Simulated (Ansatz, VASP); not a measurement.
CsCl in VASP and in Ansatz

```
CELL_PARAMETERS angstrom
3.96923 0.00000 0.00000
0.00000 3.96923 0.00000
0.00000 0.00000 3.96923
ATOMIC_POSITIONS crystal
Cs 0.00000 0.00000 0.00000
Cl 0.50000 0.50000 0.50000
```

Alike in both runs: task single point; functional LDA; k mesh 6 × 6 × 6; no spin polarisation.

```csv
,VASP,Ansatz
version,VASP 6.6.1,Ansatz 0.2.0
potentials or method,"VASP PAW LDA potentials, release 64 (Cs_sv, Cl)","PAW with Ansatz's default frozen-core files, scalar-relativistic"
plane-wave cutoff (eV),500,420
occupations,"gaussian, width 0.01 eV",fixed
valence electrons in the cell,16,16
```

```tsv
	VASP	Ansatz	Ansatz less VASP
gap on the k mesh at the Fermi level (eV)	4.97	4.99	+0.027
pressure (GPa)	0.1	0.0	-0.09
```

LDA's correlation is that of Perdew and Zunger in VASP and of Perdew and Wang (1992) in Ansatz.

Spin-orbit coupling is off throughout.
